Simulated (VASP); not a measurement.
Au, 1 atom in the cell. The structure is cubic, space group Im-3m (No. 229). The conventional cell has a = 3.245 Å, b = 3.245 Å, c = 3.245 Å, α = 90.00°, β = 90.00°, γ = 90.00°. Within 3.7 Å of Au (site symmetry m-3m) lie 14 Au at 2.81 to 3.24 Å. 

* Program: VASP 6.6.1
* Task: single point
* Functional: PBEsol
* Potentials or basis: VASP PAW PBE potentials, release 64 (Au)
* Cutoff: 520 eV
* k mesh: 11 × 11 × 11
* Occupations: fermi-dirac, width 0.05 eV
* Spin: no spin polarisation
* Dipole correction: no
* Further INCAR settings: ALGO = Normal; EDIFF = 1e-06; NBANDS = 12

Potentials or basis: VASP PAW PBE potentials, release 64 (Au).

Run with:

```console
$ cat potpaw_PBE.64/Au/POTCAR > POTCAR
$ mpirun -np 1 vasp_std > vasp.out
```

Hardware: 1 thread of Intel Xeon 6975P-C (shared host).

**Question.** How long does it take, and how much memory?

**Answer.** Run time: 5.5 s on 1 thread of Intel Xeon 6975P-C (shared host), peak memory 0.14 GiB. Counts: scf iterations 11, k points 56.
